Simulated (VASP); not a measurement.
A run of VASP 6.6.1 is set up as follows.

INCAR

```
SYSTEM = MgO
ALGO = Normal
EDIFF = 1E-8
ENCUT = 600
GGA = PE
GGA_COMPAT = .False.
IBRION = 8
ISIF = 2
ISMEAR = 0
LASPH = .True.
LCHARG = .False.
LEPSILON = .True.
LREAL = .False.
LWAVE = .False.
NBANDS = 11
NELM = 120
NSW = 1
PREC = Accurate
SIGMA = 0.01
```

KPOINTS

```
k-points
0
Gamma
  8 8 8
  0 0 0
```

POSCAR

```
MgO
1.0
    0.0000000000      2.1268464046      2.1268464046
    2.1268464046      0.0000000000      2.1268464046
    2.1268464046      2.1268464046      0.0000000000
Mg O
1 1
Direct
    0.0000000000      0.0000000000      0.0000000000
    0.5000000000      0.5000000000      0.5000000000
```

Potentials or basis: VASP PAW PBE potentials, release 64 (Mg, O).

Command:

```sh
$ cat potpaw_PBE.64/Mg/POTCAR potpaw_PBE.64/O/POTCAR > POTCAR
$ mpirun -np 1 vasp_std > vasp.out
```

(1) Estimate the electronic dielectric tensor (diagonal).

(2) Estimate the Born charges (mean of the diagonal).

(3) What does it give for the highest phonon frequency at Γ, LO-TO splitting left out?

## Answers

(1) 3.17.

(2) Mg +1.98; O -1.98 e.

(3) 368 cm⁻¹.
